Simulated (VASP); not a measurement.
**Y2CI2: single point with LDA**

Crystal: Y2CI2.

```
Y C I
1.0
     3.87819    0.00000    0.00000
    -1.93910    3.35861    0.00000
     0.00000    0.00000   11.06945
Y C I
2 1 2
Cartesian
  0.0000 2.2391 1.3093
  1.9391 1.1195 9.7601
  0.0000 0.0000 0.0000
  0.0000 2.2391 7.6046
  1.9391 1.1195 3.4648
```

| Item | Value |
| --- | --- |
| Program | VASP 6.6.1 |
| Task | single point |
| Functional | LDA |
| Potentials or basis | VASP PAW LDA potentials, release 64 (Y_sv, C, I) |
| Cutoff | 520 eV |
| k mesh | 6 × 6 × 2 |
| Occupations | gaussian, width 0.01 eV |
| Spin | no spin polarisation |
| Dipole correction | no |
| Further INCAR settings | ALGO = Normal; EDIFF = 1e-06; NBANDS = 28 |

| Item | Value |
| --- | --- |
| Pressure | -3.9 GPa |
| Largest force | 0.314 eV/Å |
| Band gap on the k mesh | 0.43 eV (least direct gap 0.81 eV) |

Forces on the atoms (eV/Å):
```
Y    0.000  0.000 -0.058
Y    0.000  0.000  0.058
C    0.000  0.000  0.000
I    0.000  0.000  0.314
I    0.000  0.000 -0.314
```

Stress tensor (GPa, compression positive):
```
-4.10  0.00  0.00
 0.00 -4.10  0.00
 0.00  0.00 -3.52
```

Levels at points of the mesh, in eV from the valence-band top:
```csv
k point,band 18,band 19,band 20,band 21,band 22,band 23
"(0.00, 0.00, 0.00)",-0.81,0.00,0.00,2.24,2.24,2.55
"(0.50, 0.00, 0.00)",-1.51,-0.53,-0.37,0.43,3.59,4.04
"(0.00, 0.00, 0.50)",-0.78,-0.02,-0.02,2.24,2.24,2.70
"(0.50, 0.00, 0.50)",-1.59,-0.54,-0.36,0.46,3.58,3.78
```

Run time: 2.4 min on 1 thread of AMD EPYC 7R13, on a shared host, peak memory 0.22 GiB.

Caveat: the cell stands under tension; semilocal functionals underestimate gaps, and a narrow one can read as zero; spin-orbit coupling is left out, which moves the levels of the heavy elements. A k mesh can miss the band edges.
